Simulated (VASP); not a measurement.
BaHf3H2: relaxation of cell and atoms with PBE

Crystal: BaHf3H2.

```
Ba Hf H
1.0
    -2.46344    2.46344    4.43768
     2.46344   -2.46344    4.43768
     2.46344    2.46344   -4.43768
Ba Hf H
1 3 2
Direct
  0.00000 0.00000 0.00000
  0.75000 0.25000 0.50000
  0.25000 0.75000 0.50000
  0.50000 0.50000 0.00000
  0.50000 0.00000 0.50000
  0.00000 0.50000 0.50000
```

The cell was generated, and may not be a known phase.

```yaml
Program: VASP 6.6.1
Task: relaxation of cell and atoms
Functional: PBE
Potentials_or_basis: VASP PAW PBE potentials, release 64 (Ba_sv, Hf_pv, H)
Cutoff: 600 eV
k_mesh: 6 × 6 × 6
Occupations: gaussian, width 0.1 eV
Spin: no spin polarisation
Dipole_correction: no
Further_INCAR_settings: ALGO = Fast; EDIFF = 1e-06; IBRION = 2; EDIFFG = -0.04; NSW = 90; ISIF = 3
```

```
Relaxed volume                        : 18.10 Å³/atom
Relaxed cell                          : a = 5.658 Å, b = 5.658 Å, c = 5.658 Å, α = 128.25°, β = 128.25°, γ = 76.22°
Space group after relaxing (to 0.1 Å) : I4/mmm (No. 139)
Energy gained by relaxing             : 0.2 meV/atom
Ionic steps                           : 2
Pressure after relaxing               : -0.2 GPa
Band gap on the k mesh                : zero (bands 21 and 22 overlap by 0.91 eV)
```

Step by step:
```
step  energy change (eV)  largest force (eV/Å)  pressure (GPa)  volume (Å³)
   1              0.0000                0.0000            0.50       107.72
   2             -0.0010                0.0000           -0.17       108.60
```

Final structure:
```
CELL_PARAMETERS angstrom
-2.46951 2.46951 4.45207
2.46951 -2.46951 4.45207
2.46951 2.46951 -4.45207
ATOMIC_POSITIONS crystal
Ba 0.00000 0.00000 0.00000
Hf 0.75000 0.25000 0.50000
Hf 0.25000 0.75000 0.50000
Hf 0.50000 0.50000 0.00000
H 0.50000 0.00000 0.50000
H 0.00000 0.50000 0.50000
```

Levels at points of the mesh, in eV from the Fermi level:
| k point | band 18 | band 19 | band 20 | band 21 | band 22 | band 23 | band 24 | band 25 |
| --- | --- | --- | --- | --- | --- | --- | --- | --- |
| (0.00, 0.00, 0.00) | -0.82 | -0.56 | -0.56 | 0.10 | 0.10 | 0.93 | 1.06 | 1.06 |
| (0.50, 0.00, 0.00) | -1.08 | -0.82 | -0.80 | -0.39 | -0.24 | 0.21 | 0.31 | 0.40 |
| (0.50, 0.50, 0.00) | -1.40 | -1.29 | -0.30 | -0.05 | -0.04 | 0.12 | 0.81 | 0.86 |
| (0.50, 0.50, 0.50) | -1.67 | -1.67 | -0.65 | -0.36 | 0.82 | 1.22 | 1.22 | 2.52 |

It took 9.9 min on 1 thread of Oxide Virtual Turin-like Processor, with other jobs on the host, peak memory 0.36 GiB.

Caveat: spin-orbit coupling is left out, which moves the levels of the heavy elements.
